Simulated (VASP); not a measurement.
Here is a VASP 6.6.1 calculation.

INCAR

```
ALGO = Normal
DIPOL = 0.5 0.5 0.323
EDIFF = 1E-6
ENCUT = 520
GGA = PE
IDIPOL = 3
ISIF = 2
ISMEAR = 0
LASPH = True
LCHARG = False
LDIPOL = True
LREAL = False
LWAVE = False
NBANDS = 80
NELM = 80
PREC = Accurate
SIGMA = 0.1
```

File KPOINTS:

```
k-points
0
Gamma
  6 6 1
```

File POSCAR:

```
Cu12C
1.0
    5.1319544695      0.0000000000      0.0000000000
   -2.5659772347      4.4444029416      0.0000000000
    0.0000000000      0.0000000000     19.6215702048
Cu C
12 1
Direct
    0.3333333333      0.1666666667      0.2038572835
    0.3333333333      0.6666666667      0.2038572835
    0.8333333333      0.1666666667      0.2038572835
    0.8333333333      0.6666666667      0.2038572835
    0.1666666667      0.3333333334      0.3088788019
    0.1666666667      0.8333333334      0.3088788019
    0.6666666667      0.3333333334      0.3088788019
    0.6666666667      0.8333333333      0.3088788019
    0.0000000000      0.0000000000      0.4139103099
    0.0000000000      0.5000000000      0.4139103099
    0.5000000000      0.0000000000      0.4139103099
    0.5000000000      0.5000000000      0.4139103099
    0.1666666667      0.0833333334      0.4919843969
```

Potentials or basis: VASP PAW PBE potentials, release 64 (Cu, C).

The run is started by

```sh
$ cat potpaw_PBE.64/Cu/POTCAR potpaw_PBE.64/C/POTCAR > POTCAR
$ mpirun -np 1 vasp_std > vasp.out
```

Predict the band gap on the k mesh.

zero (bands 68 and 69 overlap by 0.23 eV).

Estimate the largest force.

1.800 eV/Å.

Forces in eV/Å, atoms in the order of the input:
```
Cu   0.006  0.004 -0.096
Cu   0.025  0.015 -0.044
Cu   0.006 -0.068 -0.027
Cu  -0.056  0.039 -0.027
Cu  -0.041  0.050 -0.059
Cu   0.022 -0.061 -0.059
Cu  -0.008 -0.004 -0.011
Cu   0.016  0.009 -0.058
Cu  -1.106 -0.639 -1.269
Cu   0.026  0.015  0.256
Cu  -0.303  0.023  0.636
Cu  -0.132 -0.274  0.636
C    1.545  0.892  0.123
```
